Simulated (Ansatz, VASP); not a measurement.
# F in VASP and in Ansatz

INCAR

```
SYSTEM = F
  PREC = Accurate
  ENCUT = 520
  EDIFF = 1E-6
  ISMEAR = 0
  SIGMA = 0.05
  LREAL = .False.
  LASPH = .True.
  NELM = 60
  ALGO = Normal
  ISIF = 2
  LWAVE = .False.
  LCHARG = .True.
  GGA = PS
  LELF = .True.
  LVHAR = .True.
  NBANDS = 22
```

File KPOINTS:

```
Automatic mesh
0
Gamma
  4 4 2
  0 0 0
```

The input POSCAR:

```
F
1.0
    2.9943327316     -1.8348924669     -0.2309487719
    2.9943327316      1.8348924669     -0.2309487719
   -2.2174034129      0.0000000000      7.3341131142
F
4
Direct
    0.0848459664      0.0848459664      0.0940038325
    0.9151540336      0.9151540336      0.9059961675
    0.5015719855      0.5015719855      0.5937195244
    0.4984280145      0.4984280145      0.4062804756
```

Input for Ansatz:

```yaml
crystal:
  lattice:
    - [2.9943327316, -1.8348924669, -0.2309487719]
    - [2.9943327316, 1.8348924669, -0.2309487719]
    - [-2.2174034129, 0.0, 7.3341131142]
  atoms:
    - { symbol: F, position: [0.0848459664, 0.0848459664, 0.0940038325] }
    - { symbol: F, position: [0.9151540336, 0.9151540336, 0.9059961675] }
    - { symbol: F, position: [0.5015719855, 0.5015719855, 0.5937195244] }
    - { symbol: F, position: [0.4984280145, 0.4984280145, 0.4062804756] }
basis:
  ecutwfc: 520.0
kpoints:
  mp_grid: { grid: [4, 4, 2] }
hamiltonian:
  xc: pbesol
scf:
  occupations: { method: gaussian, width: 0.05 }
output:
  forces: true
  stress: true
  eigenvalues: true
```

Change from the starting cell: volume 19.678 Å^3 an atom, stretch along a over the lengths across it, relative to the relaxed cell 0.9379.

Alike in both runs: task single point; functional PBEsol; k mesh 4 × 4 × 2; occupations gaussian, width 0.05 eV; no spin polarisation.

```csv
,VASP,Ansatz
version,VASP 6.6.1,Ansatz 0.2.0
potentials or method,"VASP PAW PBE potentials, release 64 (F), cutoff 520 eV","scalar-relativistic, plane waves, PAW"
valence electrons in the cell,28,28
```

VASP gave:

| Quantity | Value |
| --- | --- |
| gap on the k mesh at the Fermi level (eV) | 2.67 |
| least direct gap on the mesh (eV) | 2.73 |
| pressure (GPa) | -1.8 |
| traceless stress, the component that is largest in VASP (GPa) | -2.07 |
| rms of the force components (eV/Å) | 0.365 |

Problem. Estimate Ansatz's values.

Solution. gap on the k mesh at the Fermi level (eV): 2.74; least direct gap on the mesh (eV): 2.81; pressure (GPa): -2.0; traceless stress, the component that is largest in VASP (GPa): -3.29; rms of the force components (eV/Å): 0.580.

VASP's potentials were made for PBE, not for PBEsol. Atom by atom the forces differ by 0.215 eV/Å (rms over components). The functional is the same, so the differences come from potentials, cutoffs and numerics.

The k mesh is coarse, so the values compare programs but aren't converged.
